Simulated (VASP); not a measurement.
# Sn (Cmcm) in VASP: a series of runs

The runs below take Sn through single point, with PBEsol.

All numbers are computed with VASP 6.6.1; they aren't measurements. Logs are shortened: lines on timing, memory, paths and dates and some standing lists are left out, and cuts for length are marked.

## Step 1: The cell of the first run

Symmetry: Cmcm, No. 63, orthorhombic system. Conventional cell: a = 5.296 Å, b = 3.745 Å, c = 5.296 Å, α = 90.00°, β = 90.00°, γ = 90.00°. Within 4.0 Å of Sn (site symmetry m2m) lie 14 Sn at 3.03 to 3.77 Å.

## Step 2: Single point, PBEsol (atoms displaced along a vibrational mode)

File INCAR:

```
  PREC = Accurate
  ENCUT = 520
  EDIFF = 1E-6
  ISMEAR = 0
  SIGMA = 0.15
  LREAL = False
  LASPH = True
  NELM = 80
  ALGO = Fast
  ISIF = 2
  LWAVE = False
  LCHARG = True
  GGA = PS
  LELF = True
  LVHAR = True
  NBANDS = 21
```

File KPOINTS:

```
regular mesh
0
Gamma
  20 20 12
```

File POSCAR:

```
Sn
1.0
   -1.8723950223      1.8723950223      1.8723950223
    1.8723950223     -1.8723950223      1.8723950223
    3.7447900446      3.7447900446      0.0000000000
Sn
2
Direct
    0.0534075336      0.0534075336      0.0000000000
    0.4465924664      0.4465924664      0.5000000000
```

Potentials or basis: VASP PAW PBE potentials, release 64 (Sn_d).

On the command line:

```console
$ cat potpaw_PBE.64/Sn_d/POTCAR > POTCAR
$ mpirun -np 1 vasp_std > vasp.out
```

OUTCAR:

```text
PREC = Accurate
   ENCUT = 520
   EDIFF = 1E-6
   ISMEAR = 0
   LREAL = False
   LASPH = True
   NELM = 80
   ISIF = 2
   GGA = PS

 ion  position               nearest neighbor table
   1  0.053  0.053  0.000-   2 3.03   2 3.03   2 3.49   2 3.49
   2  0.447  0.447  0.500-   1 3.03   1 3.03   1 3.49   1 3.49

  LATTYP: Found a base centered orthorhombic cell.
 ALAT       =     3.7447900446
 B/A-ratio  =     1.4142135624
 C/A-ratio  =     1.4142135624

  Lattice vectors:

 A1 = (  -1.8723950223,   1.8723950223,   1.8723950223)
 A2 = (   1.8723950223,  -1.8723950223,   1.8723950223)
 A3 = (   3.7447900446,   3.7447900446,   0.0000000000)

Analysis of symmetry for initial positions (statically):
=====================================================================
 Subroutine PRICEL returns:
 Original cell was already a primitive cell.

 Routine SETGRP: Setting up the symmetry group for a
 base centered orthorhombic supercell.

 Subroutine GETGRP returns: Found  8 space group operations
 (whereof  4 operations were pure point group operations)
 out of a pool of  8 trial point group operations.

The static configuration has the point symmetry C_2v.
 The point group associated with its full space group is D_2h.

Analysis of symmetry for dynamics (positions and initial velocities):
=====================================================================
 Subroutine PRICEL returns:
 Original cell was already a primitive cell.

 Routine SETGRP: Setting up the symmetry group for a
 base centered orthorhombic supercell.

 Subroutine GETGRP returns: Found  8 space group operations
 (whereof  4 operations were pure point group operations)
 out of a pool of  8 trial point group operations.

The dynamic configuration has the point symmetry C_2v.
 The point group associated with its full space group is D_2h.

 Subroutine INISYM returns: Found  8 space group operations
 (whereof  4 operations are pure point group operations),
 and found     1 'primitive' translations

----------------------------------------------------------------------------------------

                                     Primitive cell

  volume of cell :      52.5149

  direct lattice vectors                    reciprocal lattice vectors
    -1.872395022  1.872395022  1.872395022    -0.133518834  0.133518834  0.267037668
     1.872395022 -1.872395022  1.872395022     0.133518834 -0.133518834  0.267037668
     3.744790045  3.744790045  0.000000000     0.133518834  0.133518834  0.000000000

  length of vectors
     3.243083310  3.243083310  5.295932869     0.327053014  0.327053014  0.188824146

  position of ions in fractional coordinates (direct lattice)
     0.053407534  0.053407534  0.000000000
     0.446592466  0.446592466  0.500000000

  ion indices of the primitive-cell ions
   primitive index   ion index
                 1           1
                 2           2

----------------------------------------------------------------------------------------

 KPOINTS: regular mesh

Automatic generation of k-mesh.
 Grid dimensions read from file:
 generate k-points for:   20   20   12

 Generating k-lattice:

  Cartesian coordinates                     Fractional coordinates (reciprocal lattice)
    -0.006675942  0.006675942  0.013351883     0.050000000  0.000000000  0.000000000
     0.006675942 -0.006675942  0.013351883     0.000000000  0.050000000  0.000000000
     0.011126569  0.011126569  0.000000000     0.000000000  0.000000000  0.083333333

  Length of vectors
     0.016352651  0.016352651  0.015735345

  Shift w.r.t. Gamma in fractional coordinates (k-lattice)
     0.000000000  0.000000000  0.000000000

 Subroutine IBZKPT returns following result:
 ===========================================

 Found    777 irreducible k-points:

 Following reciprocal coordinates:
            Coordinates               Weight
  0.000000  0.000000  0.000000      1.000000
  0.050000  0.000000  0.000000      4.000000
  0.100000  0.000000  0.000000      4.000000
  0.150000  0.000000  0.000000      4.000000
  0.200000  0.000000  0.000000      4.000000
  0.250000  0.000000  0.000000      4.000000
[... 16 lines left out ...]
 -0.400000  0.050000  0.000000      4.000000
 -0.350000  0.050000  0.000000      4.000000
 [... further k-points ...]
   k-points           NKPTS =    777   k-points in BZ     NKDIM =    777   number of bands    NBANDS=     21
   number of dos      NEDOS =    301   number of ions     NIONS =      2
   total plane-waves  NPLWV =  23040
   dimension x,y,z NGX =    24 NGY =   24 NGZ =   40
   dimension x,y,z NGXF=    48 NGYF=   48 NGZF=   80
   ions per type =               2
   NGX,Y,Z   is equivalent  to a cutoff of  12.30, 12.30, 12.56 a.u.
   NGXF,Y,Z  is equivalent  to a cutoff of  24.61, 24.61, 25.11 a.u.
 SYSTEM =  unknown system
   PREC   = accura    normal or accurate (medium, high low for compatibility)
   ISTART =      0    job   : 0-new  1-cont  2-samecut
   ICHARG =      2    charge: 1-file 2-atom 10-const
   ISPIN  =      1    spin polarized calculation?
   LNONCOLLINEAR =      F non collinear calculations
   LSORBIT =      F    spin-orbit coupling
   LASPH  =      T    aspherical Exc in radial PAW
   ENCUT  =  520.0 eV  38.22 Ry    6.18 a.u.   6.03  6.03  9.85*2*pi/ulx,y,z
   NELM   =     80;   NELMIN=  2; NELMDL= -5     # of ELM steps
   EDIFF  = 0.1E-05   stopping-criterion for ELM
   LREAL  =      F    real-space projection
   EDIFFG = 0.1E-04   stopping-criterion for IOM
   NSW    =      0    number of steps for IOM
   IBRION =     -1    ionic relax: 0-MD 1-quasi-New 2-CG
   NFREE  =      0    steps in history (QN), initial steepest desc. (CG)
   ISIF   =      2    stress and relaxation
   ISYM   =      2    0-nonsym 1-usesym 2-fastsym
   POTIM  = 0.5000    time-step for ionic-motion
   TEBEG  =    0.0;   TEEND  =   0.0 temperature during run
   PSTRESS=    0.0 pullay stress
   NELECT =      28.0000    total number of electrons
   NUPDOWN=      -1.0000    fix difference up-down
   EMIN   =  10.00;   EMAX   =-10.00  energy-range for DOS
   EFERMI =   0.00;   METHOD = LEGACY
   ISMEAR =     0;   SIGMA  =   0.15  broadening in eV -4-tet -1-fermi 0-gaus
   EFERMI_NEDOS =   21; number of points for ismear=-14 and -15
   IALGO  =     68    algorithm
   IMIX   =      4    mixing-type and parameters
     AMIX     =   0.40;   BMIX     =  1.00
     AMIX_MAG =   1.60;   BMIX_MAG =  1.00
  volume/ion in A,a.u.               =      26.26       177.19
  Fermi-wavevector in a.u.,A,eV,Ry     =   1.327496  2.508605 23.976824  1.762247
  Thomas-Fermi vector in A             =   2.456804
   LORBIT       =      0    0 simple, 1 ext, 2 COOP (PROOUT), +10 PAW based schemes
   GGA     = PS    functional components
   LHFCALC =     F    Hartree Fock is set to
   AEXX    =    0.0000 exact exchange contribution
   IVDW    =     0    specifies the selected vdW correction
   LEPSILON=     F    determine dielectric tensor
   LRPA    =     F    only Hartree local field effects (RPA)
 non-spin polarized calculation
 RMM-DIIS sequential band-by-band and
 Gauss-broadening in eV      SIGMA  =   0.15
  energy-cutoff  :      520.00
  volume of cell :       52.51
 maximum number of plane-waves:      1434
   NGX = 13   NGY = 13   NGZ = 19

 number of electron      27.9999995 magnetization

 Free energy of the ion-electron system (eV)
  ---------------------------------------------------
  ext. energy  EPLUGINS =         0.00000000
  ---------------------------------------------------
  free energy    TOTEN  =        -8.43935260 eV

  energy without entropy =       -8.42783278  energy(sigma->0) =       -8.43359269

 E-fermi :   8.2903     XC(G=0): -10.6576

 val. band max:        8.2849269525   @ k =   0.5000   0.4500   0.0000
 cond. band min:       8.2954044711   @ k =   0.2500   0.1500   0.3333
 fundamental gap:      0.0104775187
 Fermi energy:         8.2903415100

 k-point     1 :       0.0000    0.0000    0.0000
  band No.  band energies     occupation
      1     -13.1855      2.00000
      2     -13.1603      2.00000
      3     -13.1414      2.00000
      4     -13.1272      2.00000
      5     -13.0907      2.00000
      6     -12.9968      2.00000
[... 13 lines left out ...]
     20      18.3134      0.00000
     21      20.5664      0.00000

 k-point     2 :       0.0500    0.0000    0.0000
  band No.  band energies     occupation
      1     -13.1826      2.00000
      2     -13.1593      2.00000
      3     -13.1387      2.00000
      4     -13.1269      2.00000
      5     -13.0882      2.00000
      6     -12.9987      2.00000
[... 13 lines left out ...]
     20      18.2918      0.00000
     21      19.9333      0.00000

 k-point     3 :       0.1000    0.0000    0.0000
  band No.  band energies     occupation
      1     -13.1750      2.00000
      2     -13.1585      2.00000
      3     -13.1289      2.00000
      4     -13.1260      2.00000
      5     -13.0808      2.00000
      6     -13.0041      2.00000
[... 13 lines left out ...]
     20      18.9943      0.00000
     21      19.3204      0.00000

 k-point     4 :       0.1500    0.0000    0.0000
  band No.  band energies     occupation
      1     -13.1659      2.00000
      2     -13.1585      2.00000
      3     -13.1245      2.00000
      4     -13.1118      2.00000
      5     -13.0683      2.00000
      6     -13.0125      2.00000
[... 13 lines left out ...]
     20      19.0017      0.00000
     21      19.1943      0.00000

 k-point     5 :       0.2000    0.0000    0.0000
  band No.  band energies     occupation
      1     -13.1648      2.00000
      2     -13.1517      2.00000
      3     -13.1225      2.00000
      4     -13.0904      2.00000
      5     -13.0521      2.00000
      6     -13.0232      2.00000
[... 13 lines left out ...]
     20      18.8984      0.00000
     21      19.1283      0.00000

 k-point     6 :       0.2500    0.0000    0.0000
  band No.  band energies     occupation
      1     -13.1680      2.00000
      2     -13.1437      2.00000
      3     -13.1202      2.00000
      4     -13.0680      2.00000
      5     -13.0356      2.00000
      6     -13.0354      2.00000
[... 13 lines left out ...]
     20      18.8780      0.00000
     21      19.4281      0.00000

 k-point     7 :       0.3000    0.0000    0.0000
  band No.  band energies     occupation
      1     -13.1718      2.00000
      2     -13.1386      2.00000
      3     -13.1173      2.00000
      4     -13.0484      2.00000
      5     -13.0480      2.00000
      6     -13.0225      2.00000
[... 13 lines left out ...]
     20      18.9004      0.00000
     21      20.0052      0.00000
[... 291 lines left out ...]
      1     -13.1768      2.00000
      2     -13.1302      2.00000
      3     -13.1030      2.00000
      4     -13.0856      2.00000
      5     -13.0186      2.00000
      6     -13.0057      2.00000
[... 13 lines left out ...]
     20      18.0879      0.00000
     21      20.5625      0.00000

 k-point    21 :       0.5000    0.0500    0.0000
  band No.  band energies     occupation
      1     -13.1776      2.00000
      2     -13.1300      2.00000
      3     -13.1072      2.00000
      4     -13.0869      2.00000
      5     -13.0233      2.00000
      6     -13.0027      2.00000
[... 13 lines left out ...]
     20      18.3356      0.00000
     21      20.2971      0.00000

 k-point    22 :      -0.4500    0.0500    0.0000
  band No.  band energies     occupation
      1     -13.1770      2.00000
      2     -13.1296      2.00000
      3     -13.1136      2.00000
      4     -13.0819      2.00000
      5     -13.0295      2.00000
      6     -13.0023      2.00000
[... 13 lines left out ...]
     20      18.6527      0.00000
     21      20.0590      0.00000

 k-point    23 :      -0.4000    0.0500    0.0000
  band No.  band energies     occupation
      1     -13.1750      2.00000
      2     -13.1293      2.00000
      3     -13.1192      2.00000
      4     -13.0737      2.00000
      5     -13.0368      2.00000
      6     -13.0049      2.00000
[... 13 lines left out ...]
     20      19.0375      0.00000
     21      19.8269      0.00000

 k-point    24 :      -0.3500    0.0500    0.0000
  band No.  band energies     occupation
      1     -13.1719      2.00000
      2     -13.1299      2.00000
      3     -13.1234      2.00000
      4     -13.0632      2.00000
      5     -13.0450      2.00000
      6     -13.0121      2.00000
[... 13 lines left out ...]
     20      19.4850      0.00000
     21      19.4867      0.00000

 [... further k-points ...]

------------------------ aborting loop because EDIFF is reached ----------------------------------------

  FORCE on cell =-STRESS in cart. coord.  units (eV):
  Direction    XX          YY          ZZ          XY          YZ          ZX
  --------------------------------------------------------------------------------------
  -------------------------------------------------------------------------------------
  Total        0.2811147      0.2811147     -0.2848917      0.4249620      0.0000000      0.0000000
  in kB        8.5765310      8.5765310     -8.6917661     12.9651709      0.0000000      0.0000000
  external PRESSURE =       2.8204320 kB  Pullay stress =       0.0000000 kB

 VOLUME and BASIS-vectors are now :
 -----------------------------------------------------------------------------
  energy-cutoff  :      520.00
  volume of cell :       52.51
      direct lattice vectors                 reciprocal lattice vectors
    -1.872395022  1.872395022  1.872395022    -0.133518834  0.133518834  0.267037668
     1.872395022 -1.872395022  1.872395022     0.133518834 -0.133518834  0.267037668
     3.744790045  3.744790045  0.000000000     0.133518834  0.133518834  0.000000000

 POSITION                                       TOTAL-FORCE (eV/Angst)
 -----------------------------------------------------------------------------------
      0.00000      0.00000      0.20000        -0.000000     -0.000000     -0.163327
      1.87240      1.87240      1.67240         0.000000      0.000000      0.163327
 -----------------------------------------------------------------------------------
    total drift:                                0.000000     -0.000000      0.000000

  FREE ENERGIE OF THE ION-ELECTRON SYSTEM (eV)
  ---------------------------------------------------
  free  energy   TOTEN  =        -8.4393525990 eV

  energy  without entropy=       -8.4278327838  energy(sigma->0) =       -8.43359269
```

Wall time 3.3 min (1 thread of Intel Xeon 6975P-C (Granite Rapids), shared host); peak memory 0.69 GiB.

What came out:

- Free energy: -8.4394 eV
- Pressure: 0.3 GPa
- Largest force: 0.163 eV/Å
- Band gap on the k mesh: zero (bands 14 and 15 overlap by 6.47 eV)

Forces in eV/Å, atoms in the order of the input:
```
Sn   0.000  0.000 -0.163
Sn   0.000  0.000  0.163
```

Stress tensor (GPa, compression positive):
```
 0.86  1.30  0.00
 1.30  0.86  0.00
 0.00  0.00 -0.87
```

Levels at points of the mesh, in eV from the Fermi level:
| k point | band 10 | band 11 | band 12 | band 13 | band 14 | band 15 | band 16 | band 17 | band 18 | band 19 |
| --- | --- | --- | --- | --- | --- | --- | --- | --- | --- | --- |
| (0.00, 0.00, 0.00) | -21.18 | -11.33 | -6.38 | -4.60 | 4.01 | 5.79 | 6.72 | 7.21 | 8.54 | 9.58 |
| (0.50, 0.00, 0.00) | -21.19 | -7.72 | -6.56 | -2.06 | -1.46 | -1.04 | 0.84 | 4.19 | 5.03 | 9.99 |
| (0.50, 0.50, 0.00) | -21.17 | -6.52 | -4.56 | -2.16 | -0.61 | -0.47 | -0.19 | 2.60 | 3.90 | 5.13 |
| (0.00, 0.00, 0.50) | -21.24 | -9.92 | -9.92 | 1.62 | 1.62 | 5.39 | 5.39 | 6.70 | 6.70 | 9.35 |
| (0.50, 0.00, 0.50) | -21.16 | -6.55 | -6.55 | -4.42 | -4.42 | 3.81 | 3.81 | 5.58 | 5.58 | 8.22 |
| (0.50, 0.50, 0.50) | -21.19 | -5.24 | -5.24 | -3.12 | -3.12 | 0.86 | 0.86 | 3.14 | 3.14 | 7.36 |

Caveat: the cell differs from its parent crystal (atoms displaced along a vibrational mode); the PAW data sets were made with another functional, which shifts forces and pressure a little; spin-orbit coupling is left out, which moves the levels of the heavy elements.

(Continued in part 2 of 2.)
